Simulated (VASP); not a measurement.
A run of VASP 6.6.1 is set up as follows.

The input INCAR:

```
SYSTEM = Zn3F
  ALGO = Normal
  EDIFF = 1E-6
  EDIFFG = -0.04
  ENCUT = 600
  GGA = PE
  IBRION = 2
  ISIF = 3
  ISMEAR = 0
  LASPH = .True.
  LCHARG = .False.
  LREAL = .False.
  LWAVE = .False.
  NELM = 80
  NSW = 90
  PREC = Accurate
  SIGMA = 0.1
```

Contents of KPOINTS:

```
k-points
0
Gamma
  6 6 6
  0 0 0
```

Contents of POSCAR:

```
Zn3F
1.0
    3.5823600400      0.0000000000      0.0000000000
    0.0000000000      3.5823600400      0.0000000000
    0.0000000000      0.0000000000      3.5823600400
Zn F
3 1
Direct
    0.0000000000      0.5000000000      0.5000000000
    0.5000000000      0.0000000000      0.5000000000
    0.5000000000      0.5000000000      0.0000000000
    0.0000000000      0.0000000000      0.0000000000
```

Potentials or basis: VASP PAW PBE potentials, release 64 (Zn, F).

Command:

```sh
$ cat potpaw_PBE.64/Zn/POTCAR potpaw_PBE.64/F/POTCAR > POTCAR
$ mpirun -np 1 vasp_std > vasp.out
```

(1) Estimate the relaxed cell.

(2) Predict the band gap on the k mesh.

## Answers

(1) a = 3.952 Å, b = 3.952 Å, c = 3.952 Å, α = 90.00°, β = 90.00°, γ = 90.00°.

(2) zero (an odd number of electrons rules out a gap without spin polarisation).

Caveat: an odd number of electrons without spin polarisation forces a metal; a magnetic or distorted state may lie lower.
